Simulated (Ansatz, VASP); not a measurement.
## Two plane-wave programs on TaBeBi3

```xyz
5
Lattice="4.7984 0.0000 0.0000 0.0000 4.7984 0.0000 0.0000 0.0000 4.7984" Properties=species:S:1:pos:R:3 pbc="T T T"
Ta    0.0000    0.0000    0.0000
Be    2.3992    2.3992    2.3992
Bi    0.0000    2.3992    2.3992
Bi    2.3992    0.0000    2.3992
Bi    2.3992    2.3992    0.0000
```

Alike in both runs: task single point; functional PBE; k mesh 4 × 4 × 4; occupations gaussian, width 0.1 eV; no spin polarisation.

|  | VASP | Ansatz |
| --- | --- | --- |
| version | VASP 6.6.1 | Ansatz 0.2.0 |
| potentials or method | VASP PAW PBE potentials, release 64 (Ta_pv, Be, Bi_d), cutoff 520 eV | scalar-relativistic, plane waves, PAW |
| valence electrons in the cell | 58 | 60 |

VASP gave:

* gap on the k mesh at the Fermi level (eV): none
* pressure (GPa): 11.3

**Question.** Which values does Ansatz return?

**Answer.** gap on the k mesh at the Fermi level (eV): none; pressure (GPa): 11.4.

A gap of «none» marks a metal or a gap that the smearing closes. VASP's potentials hold 58 valence electrons a cell and Ansatz's 60, so a difference there can come from the potentials and not from the codes.

Spin-orbit coupling is off throughout.
